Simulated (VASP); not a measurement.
Input of a VASP 6.6.1 run:

INCAR

```
SYSTEM = Pt
PREC = Accurate
ENCUT = 520
EDIFF = 1E-6
ISMEAR = -1
SIGMA = 0.05
LREAL = .FALSE.
LASPH = .TRUE.
NELM = 150
ALGO = Normal
ISIF = 2
LWAVE = .FALSE.
LCHARG = .FALSE.
ISPIN = 2
MAGMOM = 1
LORBIT = 11
LMAXMIX = 4
GGA = PE
NBANDS = 15
```

KPOINTS

```
regular mesh
0
G
  22 22 22
  0 0 0
```

POSCAR

```
Pt
1.0
    0.0000000000      1.9304273670      1.9304273670
    1.9304273670      0.0000000000      1.9304273670
    1.9304273670      1.9304273670      0.0000000000
Pt
1
Direct
    0.0000000000      0.0000000000      0.0000000000
```

Potentials or basis: VASP PAW PBE potentials, release 64 (Pt).

Run with:

```sh
$ cat potpaw_PBE.64/Pt/POTCAR > POTCAR
$ mpirun -np 1 vasp_std > vasp.out
```

Task: Predict the pressure.

Result: 25.5 GPa.

Task: Predict the band gap on the k mesh.

Result: Zero (filled and empty bands overlap).

Caveat: the cell stands under pressure; spin-orbit coupling is left out, which moves the levels of the heavy elements.
